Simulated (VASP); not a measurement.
Wanted: the native input for a VASP 6.6.1 run.

* Task: single point
* Functional: PBEsol
* Potentials or basis: VASP PAW PBE potentials, release 64 (Sb)
* Cutoff: 520 eV
* k mesh: 6 × 6 × 6
* Occupations: gaussian, width 0.1 eV
* Spin: no spin polarisation
* Dipole correction: no
* Further INCAR settings: ALGO = Normal; EDIFF = 1e-07; NBANDS = 12

The structure of Sb lies in POSCAR:

```
Sb
1.0
   -2.9670505030      2.9670505030      1.6119445102
    2.9670505030     -2.9670505030      1.6119445102
    2.9670505030      2.9670505030     -1.6119445102
Sb
2
Direct
    0.0000000000      0.0000000000      0.0000000000
    0.7500000000      0.2500000000      0.5000000000
```

The input as run:

INCAR

```
SYSTEM = Sb
  PREC = Accurate
  ENCUT = 520
  EDIFF = 1E-7
  ISMEAR = 0
  SIGMA = 0.1
  LREAL = .FALSE.
  LASPH = .TRUE.
  NELM = 60
  ALGO = Normal
  ISIF = 2
  LWAVE = .FALSE.
  LCHARG = .TRUE.
  GGA = PS
  LELF = .TRUE.
  LVHAR = .TRUE.
  NBANDS = 12
```

KPOINTS

```
Automatic mesh
0
G
  6 6 6
  0 0 0
```

Potentials or basis: VASP PAW PBE potentials, release 64 (Sb).

The run is started by

```bash
$ cat potpaw_PBE.64/Sb/POTCAR > POTCAR
$ mpirun -np 1 vasp_std > vasp.out
```

It gave:

```
Pressure               : 0.0 GPa
Band gap on the k mesh : zero (bands 5 and 6 overlap by 4.95 eV)
```

Caveat: the k points lie up to 0.37 Å⁻¹ apart, too coarse for converged energies and pressures of a metal; the PAW data sets were made with another functional, which shifts forces and pressure a little; spin-orbit coupling is left out, which moves the levels of the heavy elements.

Run time: 18 s on 1 thread of Intel Xeon 8259CL, on a shared host, peak memory 0.2 GiB.
